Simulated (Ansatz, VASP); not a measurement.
# TaN: VASP beside Ansatz

Contents of POSCAR:

```
TaN
1.0
    5.3094021511      0.0000000000      0.0000000000
   -2.6547010756      4.5980772737      0.0000000000
    0.0000000000      0.0000000000      2.9743289261
Ta N
3 3
Direct
    0.0000000000      0.0000000000      0.0000000000
    0.3333333333      0.6666666667      0.5000000000
    0.6666666667      0.3333333333      0.5000000000
    0.5000000000      0.0000000000      0.0000000000
    0.5000000000      0.5000000000      0.0000000000
    0.0000000000      0.5000000000      0.0000000000
```

The input INCAR.step1:

```
PREC = Accurate
ENCUT = 660
ISMEAR = 0
SIGMA = 0.1
LREAL = False
LASPH = True
NELM = 120
NBANDS = 36
GGA = PE
ALGO = Normal
EDIFF = 1E-5
LWAVE = True
LCHARG = False
GGA_COMPAT = False
```

File INCAR.step2:

```
PREC = Accurate
ENCUT = 660
EDIFF = 1E-6
ISMEAR = 0
SIGMA = 0.1
LREAL = False
LASPH = True
NELM = 120
ALGO = Normal
ISIF = 2
LWAVE = False
LCHARG = True
METAGGA = R2SCAN
LMIXTAU = True
LELF = True
LVHAR = True
NBANDS = 36
ISTART = 1
GGA_COMPAT = False
```

Contents of KPOINTS:

```
regular mesh
0
Gamma
  5 5 8
```

Input for Ansatz:

```yaml
crystal:
  lattice:
    - [5.309402151106365, 0.0, 0.0]
    - [-2.6547010755531826, 4.598077273662185, 0.0]
    - [0.0, 0.0, 2.974328926106205]
  atoms:
    - { symbol: Ta, position: [0.0, 0.0, 0.0] }
    - { symbol: Ta, position: [0.3333333333333333, 0.6666666666666666, 0.5] }
    - { symbol: Ta, position: [0.6666666666666666, 0.3333333333333333, 0.5] }
    - { symbol: "N", position: [0.5, 0.0, 0.0] }
    - { symbol: "N", position: [0.5, 0.5, 0.0] }
    - { symbol: "N", position: [0.0, 0.5, 0.0] }
basis:
  ecutwfc: 600.0
kpoints:
  mp_grid:
    grid: [5, 5, 8]
hamiltonian:
  xc: r2scan
scf:
  occupations:
    method: gaussian
    width: 0.1
output:
  stress: true
```

Alike in both runs: task single point; functional r2SCAN; k mesh 5 × 5 × 8; occupations gaussian, width 0.1 eV; no spin polarisation.

|  | VASP | Ansatz |
| --- | --- | --- |
| version | VASP 6.6.1 | Ansatz 0.2.0 |
| potentials or method | VASP PAW PBE potentials, release 64 (Ta_sv_GW, N), cutoff 660 eV | plane waves, PAW |
| valence electrons in the cell | 54 | 54 |

Ansatz gave:

```
pressure (GPa)                                                : -15.2
traceless stress, the component that is largest in VASP (GPa) : -5.79
```

Estimate VASP's values.

pressure (GPa): -15.2; traceless stress, the component that is largest in VASP (GPa): -5.77.

VASP's potentials were made for PBE, not for r2SCAN.

Neither program's run includes spin-orbit coupling.
